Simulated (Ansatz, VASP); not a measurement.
One calculation of ScAl, two programs

The input INCAR:

```
SYSTEM = ScAl
ALGO     = Normal         ! electronic algorithm
EDIFF    = 1E-6           ! SCF threshold, eV
ENCUT    = 520            ! plane-wave cutoff, eV
GGA      = PS             ! functional
ISIF     = 2              ! what is computed and relaxed
ISMEAR   = 0              ! smearing method
LASPH    = .True.         ! aspherical terms in the spheres
LCHARG   = .True.         ! write CHGCAR
LELF     = .True.         ! ELF
LREAL    = .False.        ! projectors in reciprocal space
LVHAR    = .True.       
LWAVE    = .False.        ! write WAVECAR
NBANDS   = 14             ! bands
NELM     = 80             ! most SCF steps
PREC     = Accurate       ! precision mode
SIGMA    = 0.1            ! smearing width, eV
```

Contents of KPOINTS:

```
k-points
0
Gamma
  12 12 12
  0 0 0
```

File POSCAR:

```
ScAl
1.0
    3.4523616403      0.0000000000      0.0000000000
    0.0000000000      3.4523616403      0.0000000000
    0.0000000000      0.0000000000      3.4523616403
Sc Al
1 1
Direct
    0.5000000000      0.5000000000      0.5000000000
    0.0000000000      0.0000000000      0.0000000000
```

Input for Ansatz:

```yaml
crystal:
  lattice:
    - [3.4523616403, 0.0, 0.0]
    - [0.0, 3.4523616403, 0.0]
    - [0.0, 0.0, 3.4523616403]
  atoms:
    - { symbol: Sc, position: [0.5, 0.5, 0.5] }
    - { symbol: Al, position: [0.0, 0.0, 0.0] }
basis:
  ecutwfc: 420
kpoints:
  mp_grid: { grid: [12, 12, 12] }
hamiltonian:
  xc: pbesol
scf:
  occupations: { method: gaussian, width: 0.1 }
output:
  forces: true
  stress: true
  eigenvalues: true
```

Alike in both runs: task single point; functional PBEsol; k mesh 12 × 12 × 12; occupations gaussian, width 0.1 eV; no spin polarisation.

|  | VASP | Ansatz |
| --- | --- | --- |
| version | VASP 6.6.1 | Ansatz 0.2.0 |
| potentials or method | VASP PAW PBE potentials, release 64 (Sc_sv, Al), cutoff 520 eV | scalar-relativistic, plane waves, PAW |
| valence electrons in the cell | 14 | 14 |

|  | VASP | Ansatz | Ansatz less VASP |
| --- | --- | --- | --- |
| gap on the k mesh at the Fermi level (eV) | none | none | - |
| pressure (GPa) | -6.3 | -6.4 | -0.09 |

VASP's potentials were made for PBE, not for PBEsol. A gap of «none» marks a metal or a gap that the smearing closes.
